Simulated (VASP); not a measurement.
# CdS (Hawleyite) (F-43m) in VASP: notebook

The runs below take CdS (Hawleyite) through single point, with PBEsol.

All numbers are computed with VASP 6.6.1; they aren't measurements. Logs are shortened: lines on timing, memory, paths and dates and some standing lists are left out, and cuts for length are marked.

## 1. The cell of the first run

Symmetry: F-43m, No. 216, cubic system. The conventional cell has a = 5.794 Å, b = 5.794 Å, c = 5.794 Å, α = 90.00°, β = 90.00°, γ = 90.00°. Cd (site symmetry -43m) has 4 S at 2.51 Å within 3.3 Å. S (site symmetry -43m) has 4 Cd at 2.51 Å within 3.3 Å.

## 2. Single point, PBEsol

The input, INCAR:

```
PREC     = Accurate       # precision mode
ENCUT    = 520            # plane-wave cutoff, eV
EDIFF    = 1E-6           # SCF threshold, eV
ISMEAR   = -1             # smearing method
SIGMA    = 0.02           # smearing width, eV
LREAL    = F              # projectors in reciprocal space
LASPH    = T              # aspherical terms in the spheres
NELM     = 100            # most SCF steps
ALGO     = Normal         # electronic algorithm
ISIF     = 2              # what is computed and relaxed
LWAVE    = F              # write WAVECAR
LCHARG   = T              # write CHGCAR
GGA      = PS             # functional
LELF     = T              # ELF
LVHAR    = T            
NBANDS   = 16             # bands
```

The input, KPOINTS:

```
regular mesh
0
Gamma
  6 6 6
```

The input, POSCAR:

```
CdS
1.0
    0.0000000000      2.8969255847      2.8969255847
    2.8969255847      0.0000000000      2.8969255847
    2.8969255847      2.8969255847      0.0000000000
Cd S
1 1
Direct
    0.0000000000      0.0000000000      0.0000000000
    0.2500000000      0.2500000000      0.2500000000
```

Potentials or basis: VASP PAW PBE potentials, release 64 (Cd, S).

The run is started by

```bash
cat potpaw_PBE.64/Cd/POTCAR potpaw_PBE.64/S/POTCAR > POTCAR
mpirun -np 1 vasp_std > vasp.out
```

OUTCAR:

```text
PREC = Accurate
   ENCUT = 520
   EDIFF = 1E-6
   ISMEAR = -1
   LREAL = F
   LASPH = T
   NELM = 100
   ISIF = 2
   GGA = PS

 ion  position               nearest neighbor table
   1  0.000  0.000  0.000-   2 2.51   2 2.51   2 2.51   2 2.51
   2  0.250  0.250  0.250-   1 2.51   1 2.51   1 2.51   1 2.51

  LATTYP: Found a face centered cubic cell.
 ALAT       =     5.7938511694

  Lattice vectors:

 A1 = (   0.0000000000,   2.8969255847,   2.8969255847)
 A2 = (   2.8969255847,   0.0000000000,   2.8969255847)
 A3 = (   2.8969255847,   2.8969255847,   0.0000000000)

Analysis of symmetry for initial positions (statically):
=====================================================================
 Subroutine PRICEL returns:
 Original cell was already a primitive cell.

 Routine SETGRP: Setting up the symmetry group for a
 face centered cubic supercell.

 Subroutine GETGRP returns: Found 24 space group operations
 (whereof 24 operations were pure point group operations)
 out of a pool of 48 trial point group operations.

The static configuration has the point symmetry T_d .

Analysis of symmetry for dynamics (positions and initial velocities):
=====================================================================
 Subroutine PRICEL returns:
 Original cell was already a primitive cell.

 Routine SETGRP: Setting up the symmetry group for a
 face centered cubic supercell.

 Subroutine GETGRP returns: Found 24 space group operations
 (whereof 24 operations were pure point group operations)
 out of a pool of 48 trial point group operations.

The dynamic configuration has the point symmetry T_d .

 Subroutine INISYM returns: Found 24 space group operations
 (whereof 24 operations are pure point group operations),
 and found     1 'primitive' translations

----------------------------------------------------------------------------------------

                                     Primitive cell

  volume of cell :      48.6230

  direct lattice vectors                    reciprocal lattice vectors
     0.000000000  2.896925585  2.896925585    -0.172596770  0.172596770  0.172596770
     2.896925585  0.000000000  2.896925585     0.172596770 -0.172596770  0.172596770
     2.896925585  2.896925585  0.000000000     0.172596770  0.172596770 -0.172596770

  length of vectors
[... 67 lines left out ...]
   ISPIN  =      1    spin polarized calculation?
   LNONCOLLINEAR =      F non collinear calculations
   LSORBIT =      F    spin-orbit coupling
   LASPH  =      T    aspherical Exc in radial PAW
   ENCUT  =  520.0 eV  38.22 Ry    6.18 a.u.   7.62  7.62  7.62*2*pi/ulx,y,z
   NELM   =    100;   NELMIN=  2; NELMDL= -5     # of ELM steps
   EDIFF  = 0.1E-05   stopping-criterion for ELM
   LREAL  =      F    real-space projection
   EDIFFG = 0.1E-04   stopping-criterion for IOM
   NSW    =      0    number of steps for IOM
   IBRION =     -1    ionic relax: 0-MD 1-quasi-New 2-CG
   NFREE  =      0    steps in history (QN), initial steepest desc. (CG)
   ISIF   =      2    stress and relaxation
   ISYM   =      2    0-nonsym 1-usesym 2-fastsym
   POTIM  = 0.5000    time-step for ionic-motion
   TEBEG  =    0.0;   TEEND  =   0.0 temperature during run
   PSTRESS=    0.0 pullay stress
   NELECT =      18.0000    total number of electrons
   NUPDOWN=      -1.0000    fix difference up-down
   EMIN   =  10.00;   EMAX   =-10.00  energy-range for DOS
   EFERMI =   0.00;   METHOD = LEGACY
   ISMEAR =    -1;   SIGMA  =   0.02  broadening in eV -4-tet -1-fermi 0-gaus
   EFERMI_NEDOS =   21; number of points for ismear=-14 and -15
   IALGO  =     38    algorithm
   IMIX   =      4    mixing-type and parameters
     AMIX     =   0.40;   BMIX     =  1.00
     AMIX_MAG =   1.60;   BMIX_MAG =  1.00
  volume/ion in A,a.u.               =      24.31       164.06
  Fermi-wavevector in a.u.,A,eV,Ry     =   1.175488  2.221351 18.800161  1.381773
  Thomas-Fermi vector in A             =   2.311868
   LORBIT       =      0    0 simple, 1 ext, 2 COOP (PROOUT), +10 PAW based schemes
   GGA     = PS    functional components
   LHFCALC =     F    Hartree Fock is set to
   AEXX    =    0.0000 exact exchange contribution
   IVDW    =     0    specifies the selected vdW correction
   LEPSILON=     F    determine dielectric tensor
   LRPA    =     F    only Hartree local field effects (RPA)
 non-spin polarized calculation
  energy-cutoff  :      520.00
  volume of cell :       48.62
 maximum number of plane-waves:      1363
   NGX = 15   NGY = 15   NGZ = 15

 number of electron      18.0000008 magnetization

 Free energy of the ion-electron system (eV)
  ---------------------------------------------------
  ext. energy  EPLUGINS =         0.00000000
  ---------------------------------------------------
  free energy    TOTEN  =        -6.80601662 eV

  energy without entropy =       -6.80601662  energy(sigma->0) =       -6.80601662

 E-fermi :   1.8133     XC(G=0):  -9.4726

 val. band max:        1.3909934033   @ k =   0.0000   0.0000   0.0000
 cond. band min:       2.4396114334   @ k =   0.0000   0.0000   0.0000
 fundamental gap:      1.0486180301
 Fermi energy:         1.8133257483

 k-point     1 :       0.0000    0.0000    0.0000
  band No.  band energies     occupation
      1     -11.1215      2.00000
      2      -6.4191      2.00000
      3      -6.4191      2.00000
      4      -6.4191      2.00000
      5      -5.9027      2.00000
      6      -5.9027      2.00000
[... 281 lines left out ...]
      3      -6.1264      2.00000
      4      -5.9889      2.00000
      5      -5.8583      2.00000
      6      -5.2807      2.00000
[... 8 lines left out ...]
     15      14.6313      0.00000
     16      14.6667      0.00000

------------------------ aborting loop because EDIFF is reached ----------------------------------------

  FORCE on cell =-STRESS in cart. coord.  units (eV):
  Direction    XX          YY          ZZ          XY          YZ          ZX
  --------------------------------------------------------------------------------------
  -------------------------------------------------------------------------------------
  Total        0.4349596      0.4349596      0.4349596     -0.0000000      0.0000000     -0.0000000
  in kB       14.3323539     14.3323539     14.3323539     -0.0000000      0.0000000     -0.0000000
  external PRESSURE =      14.3323539 kB  Pullay stress =       0.0000000 kB

 VOLUME and BASIS-vectors are now :
 -----------------------------------------------------------------------------
  energy-cutoff  :      520.00
  volume of cell :       48.62
      direct lattice vectors                 reciprocal lattice vectors
     0.000000000  2.896925585  2.896925585    -0.172596770  0.172596770  0.172596770
     2.896925585  0.000000000  2.896925585     0.172596770 -0.172596770  0.172596770
     2.896925585  2.896925585  0.000000000     0.172596770  0.172596770 -0.172596770

 POSITION                                       TOTAL-FORCE (eV/Angst)
 -----------------------------------------------------------------------------------
      0.00000      0.00000      0.00000        -0.000000     -0.000000     -0.000000
      1.44846      1.44846      1.44846         0.000000      0.000000      0.000000
 -----------------------------------------------------------------------------------
    total drift:                               -0.000001     -0.000001     -0.000001

  FREE ENERGIE OF THE ION-ELECTRON SYSTEM (eV)
  ---------------------------------------------------
  free  energy   TOTEN  =        -6.8060166165 eV

  energy  without entropy=       -6.8060166165  energy(sigma->0) =       -6.80601662
```

OSZICAR:

```text
N       E                     dE             d eps       ncg     rms          rms(c)
DAV:   1     0.106833151951E+03    0.10683E+03   -0.89698E+03   512   0.103E+03
DAV:   2    -0.313832889854E+01   -0.10997E+03   -0.10312E+03   624   0.249E+02
DAV:   3    -0.728113303197E+01   -0.41428E+01   -0.41366E+01   656   0.513E+01
DAV:   4    -0.730574241172E+01   -0.24609E-01   -0.24608E-01   616   0.383E+00
DAV:   5    -0.730606517960E+01   -0.32277E-03   -0.32277E-03   656   0.418E-01    0.817E+00
DAV:   6    -0.682918568691E+01    0.47688E+00   -0.78317E-01   792   0.123E+01    0.652E+00
DAV:   7    -0.680846983159E+01    0.20716E-01   -0.17053E-01   600   0.294E+00    0.306E+00
DAV:   8    -0.680620589659E+01    0.22639E-02   -0.18016E-02   616   0.171E+00    0.269E-01
DAV:   9    -0.680594702329E+01    0.25887E-03   -0.21662E-03   640   0.719E-01    0.501E-02
DAV:  10    -0.680597896558E+01   -0.31942E-04   -0.20210E-04   624   0.170E-01    0.560E-02
DAV:  11    -0.680601840386E+01   -0.39438E-04   -0.63192E-05   656   0.729E-02    0.186E-02
DAV:  12    -0.680601612012E+01    0.22837E-05   -0.12675E-05   632   0.443E-02    0.834E-03
DAV:  13    -0.680601661654E+01   -0.49642E-06   -0.17977E-06   600   0.902E-03
   1 F= -.68060166E+01 E0= -.68060166E+01  d E =-.829252E-11
```

stdout:

```text
POSCAR found type information on POSCAR CdS
 POSCAR found :  2 types and       2 ions
 scaLAPACK will be used
 -----------------------------------------------------------------------------
|                                                                             |
|                                                                             |
|     You enforced a specific xc type in the INCAR file but a different       |
|     I HOPE YOU KNOW WHAT YOU ARE DOING!                                     |
|                                                                             |
 -----------------------------------------------------------------------------

 LDA part: xc-table for (Slater+PW92), standard interpolation
 POSCAR, INCAR and KPOINTS ok, starting setup
 FFT: planning ... GRIDC
 FFT: planning ... GRID_SOFT
 FFT: planning ... GRID
 WAVECAR not read
 entering main loop
```

Wall time 13 s (1 thread of Intel Xeon Platinum 8375C at 2.90GHz (Ice Lake), shared host); peak memory 0.17 GiB.

What came out:

```yaml
Free_energy: -6.8060 eV
Pressure: 1.4 GPa
Band_gap_on_the_k_mesh: 1.05 eV, direct
```

Levels at points of the mesh, in eV from the valence-band top:
```
           k point  band 6  band 7  band 8  band 9  band 10  band 11  band 12  band 13
(0.00, 0.00, 0.00)   -7.29    0.00    0.00    0.00     1.05     6.44     6.44     6.44
(0.50, 0.00, 0.00)   -6.89   -4.61   -0.79   -0.79     2.92     6.91     6.91     7.39
(0.50, 0.50, 0.00)   -6.83   -4.11   -1.99   -1.99     3.35     4.27     9.16    10.79
```

Caveat: the PAW data sets were made with another functional, which shifts forces and pressure a little. Expect the measured gap to be larger: semilocal functionals such as PBEsol lack the derivative discontinuity.

## 3. Single point, PBEsol

This run uses another cell than the first one, of 24.81 Å³/atom, 1.020 times its volume.

The input, INCAR:

```
SYSTEM = CdS
ALGO = Normal
EDIFF = 1E-6
ENCUT = 520
GGA = PS
ISIF = 2
ISMEAR = -1
LASPH = .TRUE.
LCHARG = .FALSE.
LREAL = .FALSE.
LWAVE = .FALSE.
NBANDS = 16
NELM = 60
PREC = Accurate
SIGMA = 0.02
```

The input, KPOINTS:

```
k-points
0
G
  6 6 6
  0 0 0
```

The input, POSCAR:

```
CdS
1.0
    0.0000000000      2.9165000000      2.9165000000
    2.9165000000      0.0000000000      2.9165000000
    2.9165000000      2.9165000000      0.0000000000
Cd S
1 1
Direct
    0.0000000000      0.0000000000      0.0000000000
    0.2500000000      0.2500000000      0.2500000000
```

Potentials or basis: VASP PAW PBE potentials, release 64 (Cd, S).

The run is started by

```bash
cat potpaw_PBE.64/Cd/POTCAR potpaw_PBE.64/S/POTCAR > POTCAR
mpirun -np 1 vasp_std > vasp.out
```

It took 11 s on 1 thread of Intel Xeon Platinum 8375C at 2.90GHz (Ice Lake), shared host; peak memory 0.18 GiB.

It converged, with:

- Free energy: -6.8110 eV
- Pressure: 0.1 GPa
- Band gap on the k mesh: 1.01 eV, direct

Levels at points of the mesh, in eV from the valence-band top:
```csv
k point,band 6,band 7,band 8,band 9,band 10,band 11,band 12,band 13
"(0.00, 0.00, 0.00)",-7.24,0.00,0.00,0.00,1.01,6.44,6.44,6.44
"(0.50, 0.00, 0.00)",-6.86,-4.48,-0.76,-0.76,2.89,6.91,6.91,7.33
"(0.50, 0.50, 0.00)",-6.80,-4.02,-1.91,-1.91,3.39,4.25,9.08,10.67
```

Caveat: the PAW data sets were made with another functional, which shifts forces and pressure a little. Expect the measured gap to be larger: semilocal functionals such as PBEsol lack the derivative discontinuity.
